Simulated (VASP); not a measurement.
CdSe, 2 atoms in the cell. The structure is cubic, space group F-43m (No. 216). The conventional cell has a = 6.141 Å, b = 6.141 Å, c = 6.141 Å, α = 90.00°, β = 90.00°, γ = 90.00°. Cd (site symmetry -43m) has 4 Se at 2.66 Å within 3.5 Å. Se (site symmetry -43m) has 4 Cd at 2.66 Å within 3.5 Å. 

```yaml
Program: VASP 6.6.1
Task: relaxation of cell and atoms
Functional: PBEsol
Potentials_or_basis: VASP PAW PBE potentials, release 64 (Cd, Se)
Cutoff: 600 eV
k_mesh: 6 × 6 × 6
Occupations: gaussian, width 0.01 eV
Spin: no spin polarisation
Dipole_correction: no
Further_INCAR_settings: ALGO = Normal; EDIFF = 1e-06; IBRION = 2; EDIFFG = -0.01; NSW = 80; ISIF = 3
```

Potentials or basis: VASP PAW PBE potentials, release 64 (Cd, Se).

Run with:

```console
$ cat potpaw_PBE.64/Cd/POTCAR potpaw_PBE.64/Se/POTCAR > POTCAR
$ mpirun -np 1 vasp_std > vasp.out
```

Hardware: 1 thread of Intel(R) Xeon(R) Platinum 8259CL CPU @ 2.50GHz (Skylake/Cascade Lake), with other jobs on the host.

How long does it take, and how much memory?

It took 32 s on 1 thread of Intel(R) Xeon(R) Platinum 8259CL CPU @ 2.50GHz (Skylake/Cascade Lake) (shared host), peak memory 0.22 GiB. Counts: scf iterations 26, k points 16, ion steps 3.
